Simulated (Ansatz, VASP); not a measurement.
**One calculation of NiO, two programs**

```
CELL_PARAMETERS angstrom
0.00000 2.10848 2.10848
2.10848 0.00000 2.10848
2.10848 2.10848 0.00000
ATOMIC_POSITIONS crystal
Ni 0.00000 0.00000 0.00000
O 0.50000 0.50000 0.50000
```

Alike in both runs: task single point; functional LDA; k mesh 16 × 16 × 16; occupations fermi-dirac, width 0.03 eV; collinear spin.

```csv
,VASP,Ansatz
version,VASP 6.6.1,Ansatz 0.2.0
potentials or method,"VASP PAW LDA potentials, release 64 (Ni, O), cutoff 520 eV","all-electron LAPW, scalar-relativistic"
```

Ansatz gave:

* pressure (GPa): -24.8
* net moment per atom (μB): 0.08
* size of the moment on the site where the two differ most (μB): 0.14

Question: Estimate VASP's values.

Answer: Pressure (GPa): -24.6; net moment per atom (μB): 0.07; size of the moment on the site where the two differ most (μB): 0.12.

LDA's correlation is that of Perdew and Zunger in VASP and of Perdew and Wang (1992) in Ansatz. Site moments also hang on the region over which each program counts them. Ansatz ran all-electron here, and VASP with PAW potentials.
